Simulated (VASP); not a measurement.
# AlNi (P4mm) in VASP: notebook, part 2 of 2

VASP 6.6.1.

### Step 3. Single point, PBE

This run uses another cell than the first one, of 12.41 Å³/atom, 1.106 times its volume.

File INCAR:

```
SYSTEM = AlNi
PREC     = Accurate       ! precision mode
ENCUT    = 520            ! plane-wave cutoff, eV
EDIFF    = 1E-6           ! SCF threshold, eV
ISMEAR   = 0              ! smearing method
SIGMA    = 0.15           ! smearing width, eV
LREAL    = .FALSE.        ! projectors in reciprocal space
LASPH    = .TRUE.         ! aspherical terms in the spheres
NELM     = 80             ! most SCF steps
ALGO     = Normal         ! electronic algorithm
ISIF     = 2              ! what is computed and relaxed
LWAVE    = .FALSE.        ! write WAVECAR
LCHARG   = .FALSE.        ! write CHGCAR
GGA      = PE             ! functional
NBANDS   = 14             ! bands
```

File KPOINTS:

```
regular mesh
0
G
  16 16 16
  0 0 0
```

File POSCAR:

```
AlNi
1.0
    2.9167333879      0.0000000000      0.0000000000
    0.0000000000      2.9167333879      0.0000000000
    0.0000000000      0.0000000000      2.9167333879
Al Ni
1 1
Direct
    0.0000000000      0.0000000000     -0.0138277980
    0.5000000000      0.5000000000      0.5063566817
```

Potentials or basis: VASP PAW PBE potentials, release 64 (Al, Ni).

On the command line:

```
$ cat potpaw_PBE.64/Al/POTCAR potpaw_PBE.64/Ni/POTCAR > POTCAR
$ mpirun -np 1 vasp_std > vasp.out
```

OUTCAR:

```text
SYSTEM = AlNi
   PREC = Accurate
   ENCUT = 520
   EDIFF = 1E-6
   ISMEAR = 0
   LREAL = .FALSE.
   LASPH = .TRUE.
   NELM = 80
   ISIF = 2
   GGA = PE

 ion  position               nearest neighbor table
   1  0.000  0.000  0.986-   2 2.49   2 2.49   2 2.49   2 2.49   2 2.56   2 2.56   2 2.56   2 2.56

   2  0.500  0.500  0.506-   1 2.49   1 2.49   1 2.49   1 2.49   1 2.56   1 2.56   1 2.56   1 2.56

  LATTYP: Found a simple cubic cell.
 ALAT       =     2.9167333879

  Lattice vectors:

 A1 = (   2.9167333879,   0.0000000000,   0.0000000000)
 A2 = (   0.0000000000,   2.9167333879,   0.0000000000)
 A3 = (   0.0000000000,   0.0000000000,   2.9167333879)

Analysis of symmetry for initial positions (statically):
=====================================================================
 Subroutine PRICEL returns:
 Original cell was already a primitive cell.

 Routine SETGRP: Setting up the symmetry group for a
 simple cubic supercell.

 Subroutine GETGRP returns: Found  8 space group operations
 (whereof  8 operations were pure point group operations)
 out of a pool of 48 trial point group operations.

[... 177 lines left out ...]
      6       8.0781      2.00000
      7      14.8914      0.00000
      8      14.8914      0.00000
      9      14.8949      0.00000
     10      17.5555      0.00000
     11      17.5555      0.00000
     12      22.6139      0.00000
     13      30.0142      0.00000
     14      30.0376      0.00000
[... 377 lines left out ...]
      1      -0.6294      2.00000
      2       6.3725      2.00000
      3       6.6232      2.00000
      4       7.8087      2.00000
      5       7.8470      2.00000
      6       8.0768      2.00000
      7      11.4957      0.00000
      8      14.8723      0.00000
      9      15.7790      0.00000
     10      18.1443      0.00000
     11      20.5520      0.00000
     12      25.0833      0.00000
     13      25.4200      0.00000
     14      26.2264      0.00000

 [... further k-points ...]

------------------------ aborting loop because EDIFF is reached ----------------------------------------

  FORCE on cell =-STRESS in cart. coord.  units (eV):
  Direction    XX          YY          ZZ          XY          YZ          ZX
  --------------------------------------------------------------------------------------
  -------------------------------------------------------------------------------------
  Total       -0.5281154     -0.5281154     -0.5485629      0.0000000      0.0000000      0.0000000
  in kB      -34.0995971    -34.0995971    -35.4198563      0.0000000      0.0000000      0.0000000
  external PRESSURE =     -34.5396835 kB  Pullay stress =       0.0000000 kB

 VOLUME and BASIS-vectors are now :
 -----------------------------------------------------------------------------
  energy-cutoff  :      520.00
  volume of cell :       24.81
      direct lattice vectors                 reciprocal lattice vectors
     2.916733388  0.000000000  0.000000000     0.342849300  0.000000000  0.000000000
     0.000000000  2.916733388  0.000000000     0.000000000  0.342849300  0.000000000
     0.000000000  0.000000000  2.916733388     0.000000000  0.000000000  0.342849300

 POSITION                                       TOTAL-FORCE (eV/Angst)
 -----------------------------------------------------------------------------------
      0.00000      0.00000      2.87640         0.000000      0.000000      0.302496
      1.45837      1.45837      1.47691        -0.000000     -0.000000     -0.302496
 -----------------------------------------------------------------------------------
    total drift:                                0.000000     -0.000000     -0.000021

  FREE ENERGIE OF THE ION-ELECTRON SYSTEM (eV)
  ---------------------------------------------------
  free  energy   TOTEN  =       -10.5278120459 eV

  energy  without entropy=      -10.5187999940  energy(sigma->0) =      -10.52330602
```

OSZICAR:

```text
N       E                     dE             d eps       ncg     rms          rms(c)
DAV:   1     0.400907837768E+02    0.40091E+02   -0.53710E+03 11540   0.958E+02
DAV:   2    -0.101644348000E+02   -0.50255E+02   -0.45421E+02 12258   0.177E+02
DAV:   3    -0.118953325440E+02   -0.17309E+01   -0.17116E+01 14358   0.364E+01
DAV:   4    -0.119184976664E+02   -0.23165E-01   -0.23158E-01 13588   0.385E+00
DAV:   5    -0.119191807484E+02   -0.68308E-03   -0.68307E-03 14740   0.720E-01    0.116E+01
DAV:   6    -0.139691719616E+02   -0.20500E+01   -0.46804E+01 13170   0.934E+01    0.160E+01
DAV:   7    -0.105561600807E+02    0.34130E+01   -0.13883E+01 13542   0.561E+01    0.107E+00
DAV:   8    -0.105411875984E+02    0.14972E-01   -0.32238E-01 14426   0.594E+00    0.964E-01
DAV:   9    -0.105281609766E+02    0.13027E-01   -0.45995E-02 14670   0.272E+00    0.191E-01
DAV:  10    -0.105278130786E+02    0.34790E-03   -0.19016E-03 15636   0.577E-01    0.630E-02
DAV:  11    -0.105278129764E+02    0.10226E-06   -0.63764E-05 14950   0.626E-02    0.139E-02
DAV:  12    -0.105278120459E+02    0.93045E-06   -0.11529E-06 10896   0.138E-02
   1 F= -.10527812E+02 E0= -.10523306E+02  d E =-.901205E-02
```

stdout:

```text
POSCAR found type information on POSCAR AlNi
 POSCAR found :  2 types and       2 ions
 scaLAPACK will be used
 LDA part: xc-table for (Slater+PW92), standard interpolation
 POSCAR, INCAR and KPOINTS ok, starting setup
 FFT: planning ... GRIDC
 FFT: planning ... GRID_SOFT
 FFT: planning ... GRID
 WAVECAR not read
 entering main loop
```

Run time: 3.9 min. Hardware: 1 thread of AMD EPYC 7R13, shared host; peak memory 0.23 GiB.

What came out:

```yaml
Free_energy: -10.5278 eV
Pressure: -3.5 GPa
Largest_force: 0.302 eV/Å
```

Forces on the atoms (eV/Å):
```
Al   0.000  0.000  0.302
Ni   0.000  0.000 -0.302
```

### Step 4. Single point, PBE

This run uses another cell than the first one, of 12.72 Å³/atom, 1.134 times its volume.

File INCAR:

```
SYSTEM = AlNi
PREC = Accurate ; ENCUT = 520
EDIFF = 1E-6 ; ISMEAR = 0
SIGMA = 0.15 ; LREAL = .False.
LASPH = .True. ; NELM = 60
ALGO = Normal ; ISIF = 2
LWAVE = .False. ; LCHARG = .False.
GGA = PE ; NBANDS = 14
```

File KPOINTS:

```
regular mesh
0
Gamma
  16 16 16
  0 0 0
```

File POSCAR:

```
AlNi
1.0
    2.9410322676      0.0000000000      0.0000000000
    0.0000000000      2.9410322676      0.0000000000
    0.0000000000      0.0000000000      2.9410322676
Al Ni
1 1
Direct
    0.0000000000      0.0000000000     -0.0069138990
    0.5000000000      0.5000000000      0.5031783409
```

Potentials or basis: VASP PAW PBE potentials, release 64 (Al, Ni).

On the command line:

```
$ cat potpaw_PBE.64/Al/POTCAR potpaw_PBE.64/Ni/POTCAR > POTCAR
$ mpirun -np 1 vasp_std > vasp.out
```

OUTCAR:

```text
SYSTEM = AlNi
   PREC = Accurate
   ENCUT = 520
   EDIFF = 1E-6
   ISMEAR = 0
   LREAL = .False.
   LASPH = .True.
   NELM = 60
   ISIF = 2
   GGA = PE

 ion  position               nearest neighbor table
   1  0.000  0.000  0.993-   2 2.53   2 2.53   2 2.53   2 2.53   2 2.56   2 2.56   2 2.56   2 2.56

   2  0.500  0.500  0.503-   1 2.53   1 2.53   1 2.53   1 2.53   1 2.56   1 2.56   1 2.56   1 2.56

  LATTYP: Found a simple cubic cell.
 ALAT       =     2.9410322676

  Lattice vectors:

 A1 = (   2.9410322676,   0.0000000000,   0.0000000000)
 A2 = (   0.0000000000,   2.9410322676,   0.0000000000)
 A3 = (   0.0000000000,   0.0000000000,   2.9410322676)

Analysis of symmetry for initial positions (statically):
=====================================================================
 Subroutine PRICEL returns:
 Original cell was already a primitive cell.

 Routine SETGRP: Setting up the symmetry group for a
 simple cubic supercell.

 Subroutine GETGRP returns: Found  8 space group operations
 (whereof  8 operations were pure point group operations)
 out of a pool of 48 trial point group operations.

[... 177 lines left out ...]
      6       7.8139      2.00000
      7      14.4755      0.00000
      8      14.4755      0.00000
      9      14.4766      0.00000
     10      17.1599      0.00000
     11      17.1601      0.00000
     12      21.8897      0.00000
     13      29.4406      0.00000
     14      29.4468      0.00000
[... 377 lines left out ...]
      1      -0.7793      2.00000
      2       6.1703      2.00000
      3       6.4177      2.00000
      4       7.5526      2.00000
      5       7.5928      2.00000
      6       7.8125      2.00000
      7      11.1334      0.00000
      8      14.4555      0.00000
      9      15.3473      0.00000
     10      17.7391      0.00000
     11      20.0654      0.00000
     12      24.4731      0.00000
     13      24.7701      0.00000
     14      25.6551      0.00000

 [... further k-points ...]

------------------------ aborting loop because EDIFF is reached ----------------------------------------

  FORCE on cell =-STRESS in cart. coord.  units (eV):
  Direction    XX          YY          ZZ          XY          YZ          ZX
  --------------------------------------------------------------------------------------
  -------------------------------------------------------------------------------------
  Total       -1.0979646     -1.0979646     -1.1023633      0.0000000      0.0000000     -0.0000000
  in kB      -69.1511719    -69.1511719    -69.4282060      0.0000000      0.0000000     -0.0000000
  external PRESSURE =     -69.2435166 kB  Pullay stress =       0.0000000 kB

 VOLUME and BASIS-vectors are now :
 -----------------------------------------------------------------------------
  energy-cutoff  :      520.00
  volume of cell :       25.44
      direct lattice vectors                 reciprocal lattice vectors
     2.941032268  0.000000000  0.000000000     0.340016671  0.000000000  0.000000000
     0.000000000  2.941032268  0.000000000     0.000000000  0.340016671  0.000000000
     0.000000000  0.000000000  2.941032268     0.000000000  0.000000000  0.340016671

 POSITION                                       TOTAL-FORCE (eV/Angst)
 -----------------------------------------------------------------------------------
      0.00000      0.00000      2.92070         0.000000     -0.000000      0.136870
      1.47052      1.47052      1.47986         0.000000      0.000000     -0.136870
 -----------------------------------------------------------------------------------
    total drift:                                0.000000     -0.000000      0.000327

  FREE ENERGIE OF THE ION-ELECTRON SYSTEM (eV)
  ---------------------------------------------------
  free  energy   TOTEN  =       -10.5137336481 eV

  energy  without entropy=      -10.5045062474  energy(sigma->0) =      -10.50911995
```

Run time: 4 min. Hardware: 1 thread of AMD EPYC 7R13, shared host; peak memory 0.23 GiB.

What came out:

| Item | Value |
| --- | --- |
| Free energy | -10.5137 eV |
| Pressure | -6.9 GPa |
| Largest force | 0.137 eV/Å |

Forces in eV/Å, atoms in the order of the input:
```
Al   0.000  0.000  0.137
Ni   0.000  0.000 -0.137
```

Levels at points of the mesh, in eV from the Fermi level:
| k point | band 5 | band 6 | band 7 | band 8 | band 9 | band 10 |
| --- | --- | --- | --- | --- | --- | --- |
| (0.00, 0.00, 0.00) | -1.42 | -1.42 | 5.24 | 5.24 | 5.24 | 7.92 |
| (0.50, 0.00, 0.00) | -2.07 | -1.34 | -0.61 | 8.20 | 9.72 | 9.72 |
| (0.00, 0.00, 0.50) | -2.07 | -1.34 | -0.61 | 8.20 | 9.71 | 9.71 |
| (0.50, 0.50, 0.00) | -1.90 | -1.90 | -0.94 | 1.37 | 2.18 | 11.60 |
| (0.00, 0.50, 0.50) | -1.90 | -1.90 | -0.94 | 1.37 | 2.18 | 11.60 |
| (0.50, 0.50, 0.50) | -0.91 | 2.05 | 2.05 | 2.05 | 3.15 | 4.18 |

Spin polarisation is off, so any magnetic state and its effect on volume and gap are missing.

### Step 5. Overview

```tsv
cell	gap on the mesh (eV)	pressure (GPa)	largest force (eV/Å)
a = 2.820 Å, 2 atoms	none	14.6	0.43
a = 2.917 Å, 2 atoms	none	-3.5	0.30
a = 2.941 Å, 2 atoms	none	-6.9	0.14
```

Alike in all rows: task single point; level PBE; potentials or basis VASP PAW PBE potentials, release 64 (Al, Ni); no spin polarisation; k mesh 16 × 16 × 16; cutoff (eV) 520; smearing gaussian 0.15 eV.

Total energies depend on the potentials used, so only differences within one code and one set of settings carry meaning.
